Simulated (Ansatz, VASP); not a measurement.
One calculation of RbBr, two programs

Contents of POSCAR:

```
RbBr
1.0
    0.0000000000      3.2673659279      3.5137349617
    3.2673659279      0.0000000000      3.5137349617
    3.2673659279      3.2673659279      0.0000000000
Rb Br
1 1
Direct
    0.0000000000      0.0000000000      0.0000000000
    0.5000000000      0.5000000000      0.5000000000
```

File INCAR.step1:

```
PREC = Accurate
ENCUT = 520
ISMEAR = 0
SIGMA = 0.01
LREAL = False
LASPH = True
NELM = 60
NBANDS = 15
GGA = PE
ALGO = Normal
EDIFF = 1E-4
LWAVE = True
LCHARG = False
```

File INCAR.step2:

```
PREC = Accurate
ENCUT = 520
EDIFF = 1E-6
ISMEAR = 0
SIGMA = 0.01
LREAL = False
LASPH = True
NELM = 60
ALGO = Normal
ISIF = 2
LWAVE = False
LCHARG = False
METAGGA = R2SCAN
LMIXTAU = True
NBANDS = 15
ISTART = 1
```

Contents of KPOINTS:

```
regular mesh
0
Gamma
  6 6 6
```

Input for Ansatz:

```yaml
crystal:
  lattice:
    - [0.0, 3.2673659279, 3.5137349617]
    - [3.2673659279, 0.0, 3.5137349617]
    - [3.2673659279, 3.2673659279, 0.0]
  atoms:
    - { symbol: Rb, position: [0.0, 0.0, 0.0] }
    - { symbol: Br, position: [0.5, 0.5, 0.5] }
kpoints:
  mp_grid: { grid: [6, 6, 6] }
  band_path:
    path:
      - [0.0, 0.0, 0.0]
      - [0.5, 0.0, 0.5]
      - [0.625, 0.25, 0.625]
      - [0.375, 0.375, 0.75]
      - [0.5, 0.5, 0.5]
      - [0.5, 0.25, 0.75]
    npoints: 1
hamiltonian:
  xc: r2scan
scf:
  occupations: { method: fixed }
  n_extra_bands: 4
output:
  forces: true
  stress: true
  eigenvalues: true
```

Change from the starting cell: epitaxial_xy strain -5.6%.

Alike in both runs: task single point; functional r2SCAN; k mesh 6 × 6 × 6; no spin polarisation.

|  | VASP | Ansatz |
| --- | --- | --- |
| version | VASP 6.6.1 | Ansatz 0.2.0 |
| potentials or method | VASP PAW PBE potentials, release 64 (Rb_sv, Br) | plane waves, PAW |
| plane-wave cutoff (eV) | 520 | 500 |
| occupations | gaussian, width 0.01 eV | fixed |
| valence electrons in the cell | 16 | 16 |

Ansatz gave:

| Property | Result |
| --- | --- |
| gap on the k mesh at the Fermi level (eV) | 5.09 |
| pressure (GPa) | 2.2 |
| traceless stress, the component that is largest in VASP (GPa) | -2.21 |

**Question.** What did VASP give for the same quantities?

**Answer.** gap on the k mesh at the Fermi level (eV): 5.09; pressure (GPa): 2.2; traceless stress, the component that is largest in VASP (GPa): -2.23.

VASP's potentials were made for PBE, not for r2SCAN.
